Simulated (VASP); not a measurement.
A run of VASP 6.6.1:

File INCAR:

```
SYSTEM = TePb
PREC = Accurate ; ENCUT = 520
EDIFF = 1E-6 ; ISMEAR = 0
SIGMA = 0.01 ; LREAL = .FALSE.
LASPH = .TRUE. ; NELM = 60
ALGO = Normal ; ISIF = 2
LWAVE = .FALSE. ; LCHARG = .FALSE.
GGA = PE ; NBANDS = 17
```

Contents of KPOINTS:

```
Automatic mesh
0
G
  6 6 6
  0 0 0
```

POSCAR

```
TePb
1.0
    0.0000000000      3.3171776530      3.3171776530
    3.3171776530      0.0000000000      3.3171776530
    3.3171776530      3.3171776530      0.0000000000
Pb Te
1 1
Direct
    0.0000000000      0.0000000000      0.0000000000
    0.5000000000      0.5000000000      0.5000000000
```

Potentials or basis: VASP PAW PBE potentials, release 64 (Pb_d, Te).

Command:

```console
$ cat potpaw_PBE.64/Pb_d/POTCAR potpaw_PBE.64/Te/POTCAR > POTCAR
$ mpirun -np 1 vasp_std > vasp.out
```

Hardware: 1 thread of Intel(R) Xeon(R) Platinum 8259CL CPU @ 2.50GHz (Skylake/Cascade Lake), on a shared host.

Question: Estimate the wall time of this run.

Answer: Run time: 17 s on 1 thread of Intel(R) Xeon(R) Platinum 8259CL CPU @ 2.50GHz (Skylake/Cascade Lake), on a shared host, peak memory 0.21 GiB. Counts: scf iterations 12, k points 16.
